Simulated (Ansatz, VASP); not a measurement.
WS2 in VASP and in Ansatz

INCAR

```
PREC     = Accurate       # precision mode
ENCUT    = 520            # plane-wave cutoff, eV
EDIFF    = 1E-7           # SCF threshold, eV
ISMEAR   = 0              # smearing method
SIGMA    = 0.05           # smearing width, eV
LREAL    = False          # projectors in reciprocal space
LASPH    = True           # aspherical terms in the spheres
NELM     = 100            # most SCF steps
ALGO     = Normal         # electronic algorithm
ISIF     = 2              # what is computed and relaxed
LWAVE    = False          # write WAVECAR
LCHARG   = True           # write CHGCAR
GGA      = PS             # functional
LELF     = True           # ELF
LVHAR    = True         
NBANDS   = 49             # bands
```

KPOINTS

```
regular mesh
0
Gamma
  10 10 2
```

Contents of POSCAR:

```
WS2
1.0
   -1.5790003843     -2.7349088907      0.0000000000
    1.5790003843     -2.7349088907      0.0000000000
    0.0000000000     -5.0141819603     18.4899900000
W S
3 6
Direct
   -0.6503986500     -0.6503986500      0.7095000000
    0.2940680167      0.2940680167      0.0428333333
    0.3218346833      0.3218346833      0.3761666667
    0.5785013400      0.5785013400      0.4598000000
   -0.3937319933     -0.3937319933      0.7931333333
    0.5507346733      0.5507346733      0.1264666667
    0.7336986500      0.7336986500      0.2905000000
   -0.2385346833     -0.2385346833      0.6238333333
   -0.2107680167     -0.2107680167      0.9571666667
```

Input for Ansatz:

```yaml
crystal:
  lattice:
    - [-1.5790003843, -2.7349088907, 0.0]
    - [1.5790003843, -2.7349088907, 0.0]
    - [0.0, -5.0141819603, 18.48999]
  atoms:
    - { symbol: W, position: [-0.65039865, -0.65039865, 0.7095] }
    - { symbol: W, position: [0.2940680167, 0.2940680167, 0.0428333333] }
    - { symbol: W, position: [0.3218346833, 0.3218346833, 0.3761666667] }
    - { symbol: S, position: [0.57850134, 0.57850134, 0.4598] }
    - { symbol: S, position: [-0.3937319933, -0.3937319933, 0.7931333333] }
    - { symbol: S, position: [0.5507346733, 0.5507346733, 0.1264666667] }
    - { symbol: S, position: [0.73369865, 0.73369865, 0.2905] }
    - { symbol: S, position: [-0.2385346833, -0.2385346833, 0.6238333333] }
    - { symbol: S, position: [-0.2107680167, -0.2107680167, 0.9571666667] }
basis:
  ecutwfc: 420
kpoints:
  mp_grid: { grid: [10, 10, 2] }
hamiltonian:
  xc: pbesol
scf:
  occupations: { method: gaussian, width: 0.05 }
output:
  forces: true
  stress: true
  eigenvalues: true
```

Alike in both runs: task single point; functional PBEsol; k mesh 10 × 10 × 2; occupations gaussian, width 0.05 eV; no spin polarisation.

|  | VASP | Ansatz |
| --- | --- | --- |
| version | VASP 6.6.1 | Ansatz 0.2.0 |
| potentials or method | VASP PAW PBE potentials, release 64 (W_sv, S), cutoff 520 eV | scalar-relativistic, plane waves, PAW |
| valence electrons in the cell | 78 | 78 |

|  | VASP | Ansatz | Ansatz less VASP |
| --- | --- | --- | --- |
| gap on the k mesh at the Fermi level (eV) | 0.53 | 0.53 | -0.009 |
| least direct gap on the mesh (eV) | 0.53 | 0.53 | -0.009 |
| pressure (GPa) | 1.1 | 1.0 | -0.12 |
| traceless stress, the component that is largest in VASP (GPa) | -4.28 | -4.26 | +0.017 |
| rms of the force components (eV/Å) | 0.966 | 0.964 | -0.0027 |

VASP's potentials were made for PBE, not for PBEsol. Atom by atom the forces differ by 0.010 eV/Å (rms over components).

Spin-orbit coupling is off throughout.
